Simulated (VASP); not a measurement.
Write the native input for VASP 6.6.1 that does the following.

| Property | Result |
| --- | --- |
| Task | relaxation of cell and atoms |
| Functional | PBE |
| Potentials or basis | VASP PAW PBE potentials, release 64 (Sn_d, Te, O) |
| Cutoff | 600 eV |
| k mesh | 6 × 6 × 6 |
| Occupations | gaussian, width 0.1 eV |
| Spin | no spin polarisation |
| Dipole correction | no |
| Further INCAR settings | ALGO = Normal; EDIFF = 1e-07; IBRION = 2; EDIFFG = -0.01; NSW = 100; ISIF = 3 |

The structure of Sn2Te3O lies in POSCAR:

```
Sn2Te3O
1.0
    3.2301405618      1.8649225229      4.9741426574
   -3.2301405618      1.8649225229      4.9741426574
    0.0000000000     -3.7298450458      4.9741426574
Sn Te O
2 3 1
Direct
    0.1352220545      0.1352220545      0.1352220545
    0.8647779455      0.8647779455      0.8647779455
    0.5000000000      0.5000000000      0.0000000000
    0.0000000000      0.5000000000      0.5000000000
    0.5000000000      0.0000000000      0.5000000000
    0.0000000000      0.0000000000      0.0000000000
```

The cell was generated, and may not be a known phase.

One way to write it, as run:

INCAR

```
  PREC = Accurate
  ENCUT = 600
  EDIFF = 1E-7
  ISMEAR = 0
  SIGMA = 0.1
  LREAL = False
  LASPH = True
  NELM = 120
  ALGO = Normal
  ISIF = 3
  LWAVE = False
  LCHARG = False
  GGA = PE
  IBRION = 2
  NSW = 100
  EDIFFG = -0.01
  GGA_COMPAT = False
  NELMIN = 4
```

KPOINTS

```
regular mesh
0
Gamma
  6 6 6
```

Potentials or basis: VASP PAW PBE potentials, release 64 (Sn_d, Te, O).

Launch:

```sh
$ cat potpaw_PBE.64/Sn_d/POTCAR potpaw_PBE.64/Te/POTCAR potpaw_PBE.64/O/POTCAR > POTCAR
$ mpirun -np 1 vasp_std > vasp.out
```

It gave:

```
Relaxed volume                        : 29.67 Å³/atom
Relaxed cell                          : a = 6.225 Å, b = 6.225 Å, c = 6.225 Å, α = 61.94°, β = 61.94°, γ = 61.94°
Space group after relaxing (to 0.1 Å) : R-3m (No. 166)
Energy gained by relaxing             : 0.9 meV/atom
Ionic steps                           : 7
Pressure after relaxing               : 0.0 GPa
Largest force after relaxing          : 0.009 eV/Å
Band gap on the k mesh                : zero (bands 26 and 27 overlap by 2.17 eV)
```

Caveat: spin-orbit coupling is left out, which moves the levels of the heavy elements.

It took 15 min on 1 thread of AMD EPYC 9R45 96-Core Processor (Zen 5), on a shared host, peak memory 0.48 GiB.
